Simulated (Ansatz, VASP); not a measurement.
## Y: VASP beside Ansatz

Contents of INCAR:

```
PREC     = Accurate       # precision mode
ENCUT    = 520            # plane-wave cutoff, eV
EDIFF    = 1E-6           # SCF threshold, eV
ISMEAR   = -1             # smearing method
SIGMA    = 0.08           # smearing width, eV
LREAL    = F              # projectors in reciprocal space
LASPH    = T              # aspherical terms in the spheres
NELM     = 100            # most SCF steps
ALGO     = Normal         # electronic algorithm
ISIF     = 2              # what is computed and relaxed
LWAVE    = F              # write WAVECAR
LCHARG   = F              # write CHGCAR
GGA      = CA             # functional
NBANDS   = 18             # bands
```

Contents of KPOINTS:

```
regular mesh
0
Gamma
  12 12 7
```

POSCAR

```
Y
1.0
    3.5784692524      0.0000000000      0.0000000000
   -1.7892346261      3.0990452792      0.0000000000
    0.0000000000      0.0000000000      5.7474000000
Y
2
Direct
    0.3333333333      0.6666666667      0.2500000000
    0.6666666667      0.3333333333      0.7500000000
```

Input for Ansatz:

```yaml
crystal:
  lattice:
    - [3.5784692524, 0.0, 0.0]
    - [-1.7892346261, 3.0990452792, 0.0]
    - [0.0, 0.0, 5.7474]
  atoms:
    - { symbol: "Y", position: [0.3333333333, 0.6666666667, 0.25] }
    - { symbol: "Y", position: [0.6666666667, 0.3333333333, 0.75] }
kpoints:
  mp_grid: { grid: [12, 12, 7] }
  band_path:
    path:
      - [0.0, 0.0, 0.0]
      - [0.5, 0.0, 0.0]
      - [0.3333333333, 0.3333333333, 0.0]
      - [0.0, 0.0, 0.0]
      - [0.0, 0.0, 0.5]
      - [0.5, 0.0, 0.5]
      - [0.3333333333, 0.3333333333, 0.5]
      - [0.0, 0.0, 0.5]
      - [0.5, 0.0, 0.5]
    npoints: 5
scf:
  occupations: { method: fermi_dirac, width: 0.08 }
hamiltonian:
  xc: lda
  pseudopotentials: { kind: all_electron, lapw: { basis_error: 0.00025 } }
output:
  forces: true
  stress: true
  eigenvalues: true
```

Change from the starting cell: equal xx and yy strain of -2 %.

Alike in both runs: task single point; functional LDA; k mesh 12 × 12 × 7; occupations fermi-dirac, width 0.08 eV; no spin polarisation.

|  | VASP | Ansatz |
| --- | --- | --- |
| version | VASP 6.6.1 | Ansatz 0.2.0 |
| potentials or method | VASP PAW LDA potentials, release 64 (Y_sv), cutoff 520 eV | all-electron LAPW, scalar-relativistic |

```tsv
	VASP	Ansatz	Ansatz less VASP
pressure (GPa)	-2.6	-2.5	+0.11
traceless stress, the component that is largest in VASP (GPa)	-1.04	-1.05	-0.015
```

LDA's correlation is that of Perdew and Zunger in VASP and of Perdew and Wang (1992) in Ansatz. Ansatz ran all-electron here, and VASP with PAW potentials.
